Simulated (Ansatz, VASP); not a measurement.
Pt in VASP and in Ansatz

```
Pt
1.0
     0.00000    1.94728    1.94728
     1.94728    0.00000    1.94728
     1.94728    1.94728    0.00000
Pt
1
Direct
  0.00000 0.00000 0.00000
```

Alike in both runs: functional LDA; k mesh 19 × 19 × 19; occupations fermi-dirac, width 0.08 eV; no spin polarisation.

Ansatz relaxed the structure, and its values are those at the end. VASP's run is a single point on that final structure, the one shown.

```csv
,VASP,Ansatz
version,VASP 6.6.1,Ansatz 0.2.0
potentials or method,"VASP PAW LDA potentials, release 64 (Pt)","PAW with Ansatz's default frozen-core files, scalar-relativistic"
plane-wave cutoff (eV),500,420
valence electrons in the cell,10,18
```

Ansatz gave:

```
pressure (GPa) : 0.0
```

**Question.** Estimate VASP's values.

**Answer.** Pressure (GPa): 0.8.

LDA's correlation is that of Perdew and Zunger in VASP and of Perdew and Wang (1992) in Ansatz. VASP's potentials hold 10 valence electrons a cell and Ansatz's 18, so a difference there can come from the potentials and not from the codes.

Neither program's run includes spin-orbit coupling.
